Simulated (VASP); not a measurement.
# Br (R-3m) in VASP: single point with PBE

Aim: the single point of Br with PBE.

All numbers are computed with VASP 6.6.1; they aren't measurements. Logs are shortened: lines on timing, memory, paths and dates and some standing lists are left out, and cuts for length are marked.

## Step 1: The cell of the first run

The typed cell holds 2 atoms: a = 4.386 Å, b = 4.386 Å, c = 4.386 Å, α = 59.92°, β = 59.92°, γ = 59.92°.

## Step 2: Single point, PBE

The input, INCAR:

```
PREC = Accurate
ENCUT = 520
EDIFF = 1E-6
ISMEAR = -1
SIGMA = 0.05
LREAL = F
LASPH = T
NELM = 80
ALGO = Normal
ISIF = 2
LWAVE = F
LCHARG = T
GGA = PE
LELF = T
LVHAR = T
NBANDS = 14
```

The input, KPOINTS:

```
regular mesh
0
Gamma
  12 12 12
```

The input, POSCAR:

```
Br
1.0
    2.1905886228     -1.2647369311      3.5834060405
    0.0000000000      2.5294738621      3.5834060406
   -2.1905886228     -1.2647369311      3.5834060405
Br
2
Direct
    0.2500001100      0.2500001100      0.2500001100
   -0.2500001100     -0.2500001100     -0.2500001100
```

Potentials or basis: VASP PAW PBE potentials, release 64 (Br).

Run with:

```console
$ cat potpaw_PBE.64/Br/POTCAR > POTCAR
$ mpirun -np 1 vasp_std > vasp.out
```

OUTCAR:

```text
PREC = Accurate
   ENCUT = 520
   EDIFF = 1E-6
   ISMEAR = -1
   LREAL = F
   LASPH = T
   NELM = 80
   ISIF = 2
   GGA = PE

 ion  position               nearest neighbor table
   1  0.250  0.250  0.250-
   2  0.750  0.750  0.750-

  LATTYP: Found a trigonal (rhomboedric) cell.
 ALAT       =     4.3862326512
 COS(alpha) =     0.5011518979

  Lattice vectors:

 A1 = (   2.1905886228,  -1.2647369311,   3.5834060405)
 A2 = (   0.0000000000,   2.5294738621,   3.5834060406)
 A3 = (  -2.1905886228,  -1.2647369311,   3.5834060405)

Analysis of symmetry for initial positions (statically):
=====================================================================
 Subroutine PRICEL returns following result:

  LATTYP: Found a trigonal (rhomboedric) cell.
 ALAT       =     3.0997493781
 COS(alpha) =     0.0011532263

  Lattice vectors:

 A1 = (   2.1905886228,   1.2647369311,   1.7917053853)
 A2 = (  -2.1905886228,   1.2647369310,   1.7917006553)
 A3 = (   0.0000000000,  -2.5294738621,   1.7917053852)

   2 primitive cells build up your supercell.

 Routine SETGRP: Setting up the symmetry group for a
 trigonal (rhombohedral) supercell.

 Subroutine GETGRP returns: Found 12 space group operations
 (whereof 12 operations were pure point group operations)
 out of a pool of 12 trial point group operations.

The static configuration has the point symmetry D_3d.

Analysis of symmetry for dynamics (positions and initial velocities):
=====================================================================
 Subroutine PRICEL returns following result:

  LATTYP: Found a trigonal (rhomboedric) cell.
 ALAT       =     3.0997493781
 COS(alpha) =     0.0011532263

  Lattice vectors:

 A1 = (   2.1905886228,   1.2647369311,   1.7917053853)
 A2 = (  -2.1905886228,   1.2647369310,   1.7917006553)
 A3 = (   0.0000000000,  -2.5294738621,   1.7917053852)

   2 primitive cells build up your supercell.

 Routine SETGRP: Setting up the symmetry group for a
 trigonal (rhombohedral) supercell.

 Subroutine GETGRP returns: Found 12 space group operations
 (whereof 12 operations were pure point group operations)
 out of a pool of 12 trial point group operations.

The dynamic configuration has the point symmetry D_3d.

 Subroutine INISYM returns: Found 12 space group operations
 (whereof 12 operations are pure point group operations),
 and found     2 'primitive' translations

----------------------------------------------------------------------------------------

                                     Primitive cell

  volume of cell :      29.7837

  direct lattice vectors                    reciprocal lattice vectors
     2.190588623  1.264736931  1.791705385     0.228248953  0.131779826  0.186042655
    -2.190588623  1.264736931  1.791700655    -0.228249355  0.131779826  0.186042655
     0.000000000 -2.529473862  1.791705385    -0.000000201 -0.263559305  0.186042655

  length of vectors
     3.099749378  3.099746644  3.099749378     0.322607155  0.322607440  0.322607155

  position of ions in fractional coordinates (direct lattice)
     0.500000000  0.500000000  0.500000000

  ion indices of the primitive-cell ions
   primitive index   ion index
                 1           1

----------------------------------------------------------------------------------------

 KPOINTS: regular mesh

Automatic generation of k-mesh.
 Grid dimensions read from file:
 generate k-points for:   12   12   12

 Generating k-lattice:

  Cartesian coordinates                     Fractional coordinates (reciprocal lattice)
     0.019020763 -0.010981643  0.007751781     0.083333333  0.000000000  0.000000000
     0.000000000  0.021963285  0.007751781    -0.000000000  0.083333333 -0.000000000
    -0.019020763 -0.010981643  0.007751781     0.000000000  0.000000000  0.083333333

  Length of vectors
     0.023291114  0.023291114  0.023291114

  Shift w.r.t. Gamma in fractional coordinates (k-lattice)
     0.000000000  0.000000000  0.000000000

 Subroutine IBZKPT returns following result:
 ===========================================

 Found    189 irreducible k-points:

 Following reciprocal coordinates:
            Coordinates               Weight
  0.000000  0.000000  0.000000      1.000000
  0.083333  0.000000  0.000000      6.000000
  0.166667  0.000000  0.000000      6.000000
  0.250000  0.000000  0.000000      6.000000
  0.333333  0.000000  0.000000      6.000000
  0.416667  0.000000  0.000000      6.000000
[... 16 lines left out ...]
  0.500000  0.166667  0.000000     12.000000
 -0.416667  0.166667  0.000000     12.000000
 [... further k-points ...]
   k-points           NKPTS =    189   k-points in BZ     NKDIM =    189   number of bands    NBANDS=     14
   number of dos      NEDOS =    301   number of ions     NIONS =      2
   total plane-waves  NPLWV =  46656
   dimension x,y,z NGX =    36 NGY =   36 NGZ =   36
   dimension x,y,z NGXF=    72 NGYF=   72 NGZF=   72
   ions per type =               2
   NGX,Y,Z   is equivalent  to a cutoff of  13.64, 13.64, 13.64 a.u.
   NGXF,Y,Z  is equivalent  to a cutoff of  27.29, 27.29, 27.29 a.u.
 SYSTEM =  unknown system
   PREC   = accura    normal or accurate (medium, high low for compatibility)
   ISTART =      0    job   : 0-new  1-cont  2-samecut
   ICHARG =      2    charge: 1-file 2-atom 10-const
   ISPIN  =      1    spin polarized calculation?
   LNONCOLLINEAR =      F non collinear calculations
   LSORBIT =      F    spin-orbit coupling
   LASPH  =      T    aspherical Exc in radial PAW
   ENCUT  =  520.0 eV  38.22 Ry    6.18 a.u.   8.16  8.16  8.16*2*pi/ulx,y,z
   NELM   =     80;   NELMIN=  2; NELMDL= -5     # of ELM steps
   EDIFF  = 0.1E-05   stopping-criterion for ELM
   LREAL  =      F    real-space projection
   EDIFFG = 0.1E-04   stopping-criterion for IOM
   NSW    =      0    number of steps for IOM
   IBRION =     -1    ionic relax: 0-MD 1-quasi-New 2-CG
   NFREE  =      0    steps in history (QN), initial steepest desc. (CG)
   ISIF   =      2    stress and relaxation
   ISYM   =      2    0-nonsym 1-usesym 2-fastsym
   POTIM  = 0.5000    time-step for ionic-motion
   TEBEG  =    0.0;   TEEND  =   0.0 temperature during run
   PSTRESS=    0.0 pullay stress
   NELECT =      14.0000    total number of electrons
   NUPDOWN=      -1.0000    fix difference up-down
   EMIN   =  10.00;   EMAX   =-10.00  energy-range for DOS
   EFERMI =   0.00;   METHOD = LEGACY
   ISMEAR =    -1;   SIGMA  =   0.05  broadening in eV -4-tet -1-fermi 0-gaus
   EFERMI_NEDOS =   21; number of points for ismear=-14 and -15
   IALGO  =     38    algorithm
   IMIX   =      4    mixing-type and parameters
     AMIX     =   0.40;   BMIX     =  1.00
     AMIX_MAG =   1.60;   BMIX_MAG =  1.00
  volume/ion in A,a.u.               =      29.78       200.99
  Fermi-wavevector in a.u.,A,eV,Ry     =   1.010295  1.909180 13.887404  1.020695
  Thomas-Fermi vector in A             =   2.143275
   LORBIT       =      0    0 simple, 1 ext, 2 COOP (PROOUT), +10 PAW based schemes
   GGA     = PE    functional components
   LHFCALC =     F    Hartree Fock is set to
   AEXX    =    0.0000 exact exchange contribution
   IVDW    =     0    specifies the selected vdW correction
   LEPSILON=     F    determine dielectric tensor
   LRPA    =     F    only Hartree local field effects (RPA)
 non-spin polarized calculation
  energy-cutoff  :      520.00
  volume of cell :       59.57
 maximum number of plane-waves:      1639
 NGX is ok and might be reduce to    36
   NGX = 17   NGY = 17   NGZ = 17

 number of electron      14.0000000 magnetization

 Free energy of the ion-electron system (eV)
  ---------------------------------------------------
  ext. energy  EPLUGINS =         0.00000000
  ---------------------------------------------------
  free energy    TOTEN  =        -2.42274998 eV

  energy without entropy =       -2.40040098  energy(sigma->0) =       -2.41157548

 E-fermi :   1.0645     XC(G=0):  -8.5621

 val. band max:        1.0440133090   @ k =   0.2500   0.1667  -0.0000
 cond. band min:       1.0711104384   @ k =   0.1667   0.1667   0.0000
 fundamental gap:      0.0270971294
 Fermi energy:         1.0645363111

 k-point     1 :       0.0000    0.0000    0.0000
  band No.  band energies     occupation
      1     -14.5353      2.00000
      2     -12.0170      2.00000
      3      -1.8892      2.00000
      4      -1.8786      2.00000
      5      -1.8786      2.00000
      6       0.9261      1.88195
      7       0.9261      1.88195
      8       0.9313      1.86980
      9       7.5149      0.00000
     10       8.6797      0.00000
     11       8.6985      0.00000
     12       8.6985      0.00000
     13       9.9902      0.00000
     14       9.9902      0.00000

 k-point     2 :       0.0833    0.0000    0.0000
  band No.  band energies     occupation
      1     -14.4970      2.00000
      2     -12.0650      2.00000
      3      -1.8706      2.00000
      4      -1.8635      2.00000
      5      -1.8560      2.00000
      6       0.7855      1.99248
      7       0.8290      1.98217
      8       0.8333      1.98058
      9       7.7645      0.00000
     10       8.6458      0.00000
     11       8.8003      0.00000
     12       8.8171      0.00000
     13      10.1931      0.00000
     14      10.1932      0.00000

 k-point     3 :       0.1667    0.0000    0.0000
  band No.  band energies     occupation
      1     -14.3837      2.00000
      2     -12.2046      2.00000
      3      -1.8337      2.00000
      4      -1.7949      2.00000
      5      -1.7864      2.00000
      6       0.4262      1.99999
      7       0.5659      1.99991
      8       0.5692      1.99990
      9       8.4301      0.00000
     10       8.5975      0.00000
     11       9.1519      0.00000
     12       9.1694      0.00000
     13      10.7685      0.00000
     14      10.7687      0.00000

 k-point     4 :       0.2500    0.0000    0.0000
  band No.  band energies     occupation
      1     -14.2009      2.00000
      2     -12.4232      2.00000
      3      -1.7659      2.00000
      4      -1.6731      2.00000
      5      -1.6655      2.00000
      6      -0.0298      2.00000
      7       0.2008      2.00000
      8       0.2026      2.00000
      9       8.7001      0.00000
     10       9.3138      0.00000
     11       9.7271      0.00000
     12       9.7456      0.00000
     13      11.6329      0.00000
     14      11.6330      0.00000

 k-point     5 :       0.3333    0.0000    0.0000
  band No.  band energies     occupation
      1     -13.9580      2.00000
      2     -12.7020      2.00000
      3      -1.6524      2.00000
      4      -1.4941      2.00000
      5      -1.4878      2.00000
      6      -0.4880      2.00000
      7      -0.2021      2.00000
      8      -0.2019      2.00000
      9       9.0135      0.00000
     10      10.1140      0.00000
     11      10.5094      0.00000
[... 276 lines left out ...]
 k-point    22 :       0.4167    0.1667    0.0000
  band No.  band energies     occupation
      1     -13.7978      2.00000
      2     -12.8272      2.00000
      3      -2.1914      2.00000
      4      -2.1766      2.00000
      5      -2.1058      2.00000
      6       0.1113      2.00000
      7       0.4228      1.99999
      8       0.5368      1.99995
      9       8.1704      0.00000
     10      10.2353      0.00000
     11      11.5734      0.00000
     12      12.0947      0.00000
     13      12.1723      0.00000
     14      13.0710      0.00000

 k-point    23 :       0.5000    0.1667    0.0000
  band No.  band energies     occupation
      1     -13.5284      2.00000
      2     -13.1102      2.00000
      3      -2.4699      2.00000
      4      -2.0604      2.00000
      5      -1.9195      2.00000
      6       0.0359      2.00000
      7       0.1741      2.00000
      8       0.4776      1.99998
      9       8.7888      0.00000
     10      10.2759      0.00000
     11      12.1859      0.00000
     12      12.5378      0.00000
     13      13.1708      0.00000
     14      13.1944      0.00000

 k-point    24 :      -0.4167    0.1667    0.0000
  band No.  band energies     occupation
      1     -13.4037      2.00000
      2     -13.2415      2.00000
      3      -2.6356      2.00000
      4      -1.8336      2.00000
      5      -1.6432      2.00000
      6      -0.3469      2.00000
      7      -0.2040      2.00000
      8       0.8123      1.98719
      9       9.5371      0.00000
     10       9.7141      0.00000
     11      11.6650      0.00000
     12      12.1571      0.00000
     13      13.3135      0.00000
     14      14.2872      0.00000

 [... further k-points ...]
[... 5 lines left out ...]
  --------------------------------------------------------------------------------------
  -------------------------------------------------------------------------------------
  Total        0.0018584      0.0018584     -0.0028927      0.0000000      0.0000000     -0.0000000
  in kB        0.0499859      0.0499859     -0.0778041      0.0000000      0.0000000     -0.0000000
  external PRESSURE =       0.0073892 kB  Pullay stress =       0.0000000 kB

 VOLUME and BASIS-vectors are now :
 -----------------------------------------------------------------------------
  energy-cutoff  :      520.00
  volume of cell :       59.57
      direct lattice vectors                 reciprocal lattice vectors
     2.190588623 -1.264736931  3.583406040     0.228249154 -0.131779711  0.093021368
     0.000000000  2.529473862  3.583406041     0.000000000  0.263559421  0.093021368
    -2.190588623 -1.264736931  3.583406040    -0.228249154 -0.131779711  0.093021368

 POSITION                                       TOTAL-FORCE (eV/Angst)
 -----------------------------------------------------------------------------------
      0.00000     -0.00000      2.68756         0.000000      0.000000     -0.000000
      0.00000     -0.00000      8.06266         0.000000      0.000000      0.000000
 -----------------------------------------------------------------------------------
    total drift:                               -0.000000     -0.000000      0.000000

  FREE ENERGIE OF THE ION-ELECTRON SYSTEM (eV)
  ---------------------------------------------------
  free  energy   TOTEN  =        -2.4227499801 eV

  energy  without entropy=       -2.4004009838  energy(sigma->0) =       -2.41157548
```

Wall time 1.8 min (1 thread of Intel Xeon Platinum 8375C at 2.90GHz (Ice Lake), shared host); peak memory 0.28 GiB.

What came out:

| Quantity | Value |
| --- | --- |
| Free energy | -2.4227 eV |
| Pressure | 0.0 GPa |
| Band gap on the k mesh | zero (bands 7 and 8 overlap by 2.77 eV) |

Levels at points of the mesh, in eV from the Fermi level:
| k point | band 3 | band 4 | band 5 | band 6 | band 7 | band 8 | band 9 | band 10 | band 11 | band 12 |
| --- | --- | --- | --- | --- | --- | --- | --- | --- | --- | --- |
| (0.00, 0.00, 0.00) | -2.95 | -2.94 | -2.94 | -0.14 | -0.14 | -0.13 | 6.45 | 7.62 | 7.63 | 7.63 |
| (0.50, 0.00, 0.00) | -2.29 | -2.29 | -2.02 | -2.02 | -2.01 | -2.01 | 9.01 | 9.01 | 11.47 | 11.47 |
| (0.50, 0.50, 0.00) | -4.88 | -3.84 | -3.83 | 0.49 | 0.49 | 1.05 | 5.41 | 9.70 | 10.47 | 11.63 |
| (0.50, 0.50, 0.50) | -2.29 | -2.29 | -2.01 | -2.01 | -2.01 | -2.01 | 9.00 | 9.00 | 11.48 | 11.48 |
